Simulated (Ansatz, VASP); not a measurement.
Zn: VASP beside Ansatz

```xyz
2
Lattice="2.5487 0.0000 0.0000 -1.2744 2.2073 0.0000 0.0000 0.0000 4.8626" Properties=species:S:1:pos:R:3 pbc="T T T"
Zn    0.0000    1.4715    1.2156
Zn    1.2744    0.7358    3.6469
```

Alike in both runs: functional LDA; k mesh 15 × 15 × 8; occupations gaussian, width 0.1 eV; no spin polarisation.

Ansatz relaxed the structure, and its values are those at the end. VASP's run is a single point on that final structure, the one shown.

|  | VASP | Ansatz |
| --- | --- | --- |
| version | VASP 6.6.1 | Ansatz 0.2.0 |
| potentials or method | VASP PAW LDA potentials, release 64 (Zn), cutoff 520 eV | scalar-relativistic, plane waves, PAW |
| valence electrons in the cell | 24 | 24 |

Ansatz gave:

- gap on the k mesh at the Fermi level (eV): none
- pressure (GPa): 0.0

**Question.** What did VASP give for the same quantities?

**Answer.** gap on the k mesh at the Fermi level (eV): none; pressure (GPa): 0.8.

Ansatz warns that its potentials were made for another functional, while VASP's fit it. LDA's correlation is that of Perdew and Zunger in VASP and of Perdew and Wang (1992) in Ansatz. A gap of «none» marks a metal or a gap that the smearing closes.
